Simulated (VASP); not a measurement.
Runs of VASP 6.6.1 on Ti. The structure is that of space group Im-3m (No. 229), or close to it. The cells are those of the table. 

```tsv
task	level	potentials or basis	spin	cell	gap on the mesh (eV)	pressure (GPa)
single point	PBE	VASP PAW PBE potentials, release 64 (Ti_sv)	off	a = 2.778 Å, angles 109.5°, 1 atom	none	4.8
electric field gradients	PBEsol	VASP PAW PBE potentials, release 64 (Ti_sv)	off	a = 2.816 Å, angles 109.5°, 1 atom	none	-4.3
single point	PBE	VASP PAW PBE potentials, release 64 (Ti_sv)	non-collinear, zero start, SOC	a = 2.816 Å, angles 109.5°, 1 atom	-	0.1
single point	RPBE	VASP PAW PBE potentials, release 64 (Ti_sv)	off	a = 2.778 Å, angles 109.5°, 1 atom	none	(a)
electric field gradients	LDA	VASP PAW LDA potentials, release 64 (Ti_sv)	off	a = 2.816 Å, angles 109.5°, 1 atom	none	-8.5
electric field gradients	PBE	VASP PAW PBE potentials, release 64 (Ti_sv)	off	a = 2.778 Å, angles 109.5°, 1 atom	none	4.8
```

Alike in all rows: k mesh 18 × 18 × 18; cutoff (eV) 520; smearing fermi-dirac 0.05 eV.

Problem. Fill in the values left out.

Solution. (a) 8.3.

Caveats: the PAW data sets were made with another functional, which shifts forces and pressure a little (some runs).

A gap of «none» marks levels without a gap at the run's occupations.
